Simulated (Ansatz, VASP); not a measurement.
## One calculation of Ir, two programs

INCAR

```
  ALGO = Normal
  EDIFF = 1E-7
  EDIFFG = -0.002
  ENCUT = 500
  GGA = PE
  GGA_COMPAT = False
  IBRION = 2
  ISIF = 3
  ISMEAR = 0
  LASPH = True
  LCHARG = False
  LREAL = False
  LWAVE = False
  NELM = 120
  NELMIN = 4
  NSW = 100
  PREC = Accurate
  SIGMA = 0.1
```

The input KPOINTS:

```
k-points
0
Gamma
  18 18 18
```

Contents of POSCAR:

```
Ir
1.0
    0.0000000000      1.9378957060      1.9378957060
    1.9378957060      0.0000000000      1.9378957060
    1.9378957060      1.9378957060      0.0000000000
Ir
1
Direct
    0.0000000000      0.0000000000      0.0000000000
```

Input for Ansatz:

```yaml
crystal:
  lattice:
    - [0.0, 1.9378957063, 1.9378957063]
    - [1.9378957063, 0.0, 1.9378957063]
    - [1.9378957063, 1.9378957063, 0.0]
  atoms:
    - { symbol: Ir, position: [0.0, 0.0, 0.0] }
basis:
  ecutwfc: 420
kpoints:
  mp_grid: { grid: [18, 18, 18] }
hamiltonian:
  xc: pbe
  pseudopotentials: { kind: paw, azcp: { folder: soft_1 } }
scf:
  occupations: { method: gaussian, width: 0.1 }
output:
  forces: true
  stress: true
  eigenvalues: true
  write_density: true
  write_potential: true
  elf: true
  volumetric_format: npy
relax:
  adjacent_minimum: "off"
  f_tol: 0.002
  max_steps: 80
  cell: { stress_tol: 0.02 }
```

Alike in both runs: task relaxation of cell and atoms; functional PBE; k mesh 18 × 18 × 18; occupations gaussian, width 0.1 eV; no spin polarisation.

|  | VASP | Ansatz |
| --- | --- | --- |
| version | VASP 6.6.1 | Ansatz 0.2.0 |
| potentials or method | VASP PAW PBE potentials, release 64 (Ir), cutoff 500 eV | scalar-relativistic, plane waves, PAW |
| valence electrons in the cell | 9 | 17 |

Ansatz gave:

| Item | Value |
| --- | --- |
| gap on the k mesh at the Fermi level, each at its own relaxed structure (eV) | none |
| relaxed volume (Å³/atom) | 14.49 |
| relaxed cell length with the largest relative difference (Å) | 2.737 |

Estimate VASP's values.

gap on the k mesh at the Fermi level, each at its own relaxed structure (eV): none; relaxed volume (Å³/atom): 14.52; relaxed cell length with the largest relative difference (Å): 2.738.

A gap of «none» marks a metal or a gap that the smearing closes. VASP's potentials hold 9 valence electrons a cell and Ansatz's 17, so a difference there can come from the potentials and not from the codes.

Neither program's run includes spin-orbit coupling.
